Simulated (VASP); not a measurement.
Write the native input for VASP 6.6.1 that does the following.

- Task: single point
- Functional: PBE
- Potentials or basis: VASP PAW PBE potentials, release 64 (Si, Ti_sv)
- Cutoff: 520 eV
- k mesh: 2 × 2 × 2
- Occupations: fermi-dirac, width 0.05 eV
- Spin: no spin polarisation
- Dipole correction: no
- Further INCAR settings: LREAL = Auto; ALGO = Normal; EDIFF = 1e-06; NBANDS = 52

The structure of TiSi16 (a cell with a defect) lies in POSCAR:

```
TiSi16
1.0
    0.0000000000      5.4300000000      5.4300000000
    5.4300000000      0.0000000000      5.4300000000
    5.4300000000      5.4300000000      0.0000000000
Si Ti
16 1
Direct
    0.0038585635     -0.0117440147      0.0038611418
    0.1281304788      0.1219501842      0.1281354512
   -0.0047951197      0.0023286372      0.5010805709
    0.1281545120      0.1217405157      0.6216296501
    0.0038709024      0.5043622468      0.0038720074
    0.1249819521      0.6251635359      0.1249767956
    0.0039104972      0.5042329650      0.4879499079
    0.1280543278      0.6294637201      0.6212677716
    0.5010764273      0.0023279926     -0.0047904236
    0.6216285451      0.1217373849      0.1281591160
    0.5011019337      0.0022584715      0.5011059853
    0.6245757827      0.1259417127      0.6245800184
    0.4879530387      0.5042309392      0.0039104972
    0.6212677716      0.6294626151      0.1280578269
    0.5010611418      0.4965950276      0.5010644567
    0.6211739411      0.6293698895      0.6211715470
    0.8747458564      0.3756202578      0.8747451197
```

One way to write it, as run:

INCAR

```
PREC = Accurate
ENCUT = 520
EDIFF = 1E-6
ISMEAR = -1
SIGMA = 0.05
LREAL = Auto
LASPH = T
NELM = 60
ALGO = Normal
ISIF = 2
LWAVE = F
LCHARG = F
GGA = PE
NBANDS = 52
```

KPOINTS

```
Automatic mesh
0
Gamma
  2 2 2
```

Potentials or basis: VASP PAW PBE potentials, release 64 (Si, Ti_sv).

The run is started by

```sh
$ cat potpaw_PBE.64/Si/POTCAR potpaw_PBE.64/Ti_sv/POTCAR > POTCAR
$ mpirun -np 1 vasp_std > vasp.out
```

It gave:

- Pressure: 4.0 GPa
- Largest force: 0.029 eV/Å
- Band gap on the k mesh: zero (bands 38 and 39 overlap by 0.44 eV)

Caveat: the k points lie up to 0.50 Å⁻¹ apart.

Run time: 7.6 min on 1 thread of Intel Xeon 8259CL, with other jobs on the host, peak memory 0.49 GiB.
